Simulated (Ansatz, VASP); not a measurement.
## One calculation of Ag, two programs

The input INCAR:

```
ALGO = Fast
EDIFF = 1E-6
ENCUT = 520
GGA = PS
ISIF = 2
ISMEAR = 0
LASPH = True
LCHARG = True
LELF = True
LREAL = False
LVHAR = True
LWAVE = False
NBANDS = 18
NELM = 80
PREC = Accurate
SIGMA = 0.15
```

File KPOINTS:

```
k-points
0
Gamma
  18 18 10
```

File POSCAR:

```
Ag
1.0
    2.9299980804      0.0000000000      0.0000000000
   -1.4649990402      2.5374527707      0.0000000000
    0.0000000000      0.0000000000      4.7900000000
Ag
2
Direct
    0.2309441878      0.6666666667      0.2500000000
    0.6666666667      0.3333333333      0.7500000000
```

Input for Ansatz:

```yaml
crystal:
  lattice:
    - [2.9299980804, 0.0, 0.0]
    - [-1.4649990402, 2.5374527707, 0.0]
    - [0.0, 0.0, 4.79]
  atoms:
    - { symbol: Ag, position: [0.2309441878, 0.6666666667, 0.25] }
    - { symbol: Ag, position: [0.6666666667, 0.3333333333, 0.75] }
basis:
  ecutwfc: 420
kpoints:
  mp_grid: { grid: [18, 18, 10] }
hamiltonian:
  xc: pbesol
scf:
  occupations: { method: gaussian, width: 0.15 }
output:
  forces: true
  stress: true
  eigenvalues: true
```

Alike in both runs: task single point; functional PBEsol; k mesh 18 × 18 × 10; occupations gaussian, width 0.15 eV; no spin polarisation.

```csv
,VASP,Ansatz
version,VASP 6.6.1,Ansatz 0.2.0
potentials or method,"VASP PAW PBE potentials, release 64 (Ag), cutoff 520 eV","scalar-relativistic, plane waves, PAW"
valence electrons in the cell,22,38
```

VASP gave:

* gap on the k mesh at the Fermi level (eV): none
* pressure (GPa): -5.9
* traceless stress, the component that is largest in VASP (GPa): 1.34
* rms of the force components (eV/Å): 0.141

Question: What did Ansatz give for the same quantities?

Answer: gap on the k mesh at the Fermi level (eV): none; pressure (GPa): -5.7; traceless stress, the component that is largest in VASP (GPa): 1.35; rms of the force components (eV/Å): 0.142.

VASP's potentials were made for PBE, not for PBEsol. Atom by atom the forces differ by 0.001 eV/Å (rms over components). A gap of «none» marks a metal or a gap that the smearing closes. With one functional, cell and mesh, what is left measures potentials, basis and numerics. VASP's potentials hold 22 valence electrons a cell and Ansatz's 38, so a difference there can come from the potentials and not from the codes.
